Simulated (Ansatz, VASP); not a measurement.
## One calculation of Mg2CdS3, two programs

The input INCAR:

```
SYSTEM = Mg2CdS3
PREC = Accurate
ENCUT = 600
EDIFF = 1E-6
ISMEAR = 0
SIGMA = 0.1
LREAL = .False.
LASPH = .True.
NELM = 80
ALGO = Normal
ISIF = 3
LWAVE = .False.
LCHARG = .False.
GGA = PE
IBRION = 2
NSW = 90
EDIFFG = -0.04
```

File KPOINTS:

```
regular mesh
0
Gamma
  6 6 6
  0 0 0
```

Contents of POSCAR:

```
Mg2CdS3
1.0
   -1.9652988200      1.9652988200      8.3380567300
    1.9652988200     -1.9652988200      8.3380567300
    1.9652988200      1.9652988200     -8.3380567300
Mg Cd S
2 1 3
Direct
    0.6666666700      0.6666666700      0.0000000000
    0.3333333300      0.3333333300      0.0000000000
    0.0000000000      0.0000000000      0.0000000000
    0.1666666700      0.1666666700      0.0000000000
    0.8333333300      0.8333333300      0.0000000000
    0.5000000000      0.5000000000      0.0000000000
```

Input for Ansatz:

```yaml
crystal:
  lattice:
    - [-1.96529882, 1.96529882, 8.33805673]
    - [1.96529882, -1.96529882, 8.33805673]
    - [1.96529882, 1.96529882, -8.33805673]
  atoms:
    - { symbol: Mg, position: [0.66666667, 0.66666667, 0.0] }
    - { symbol: Mg, position: [0.33333333, 0.33333333, 0.0] }
    - { symbol: Cd, position: [0.0, 0.0, 0.0] }
    - { symbol: S, position: [0.16666667, 0.16666667, 0.0] }
    - { symbol: S, position: [0.83333333, 0.83333333, 0.0] }
    - { symbol: S, position: [0.5, 0.5, 0.0] }
basis:
  ecutwfc: 420
kpoints:
  mp_grid: { grid: [6, 6, 6] }
hamiltonian:
  xc: pbe
scf:
  occupations: { method: gaussian, width: 0.1 }
  lower_state_search: "off"
output:
  forces: true
  stress: true
  eigenvalues: true
relax:
  adjacent_minimum: "off"
  f_tol: 0.04
  max_steps: 70
  cell: { stress_tol: 0.4 }
```

Alike in both runs: task relaxation of cell and atoms; functional PBE; k mesh 6 × 6 × 6; occupations gaussian, width 0.1 eV; no spin polarisation.

```csv
,VASP,Ansatz
version,VASP 6.6.1,Ansatz 0.2.0
potentials or method,"VASP PAW PBE potentials, release 64 (Mg, Cd, S), cutoff 600 eV","scalar-relativistic, plane waves, PAW"
valence electrons in the cell,34,58
```

Ansatz gave:

* gap on the k mesh at the Fermi level, each at its own relaxed structure (eV): 1.27
* relaxed volume (Å³/atom): 18.98
* relaxed length of the cell vector where the two differ most in proportion (Å): 8.437

Which values does VASP return?

gap on the k mesh at the Fermi level, each at its own relaxed structure (eV): 1.26; relaxed volume (Å³/atom): 18.94; relaxed length of the cell vector where the two differ most in proportion (Å): 8.434.

VASP's potentials hold 34 valence electrons a cell and Ansatz's 58, so a difference there can come from the potentials and not from the codes.
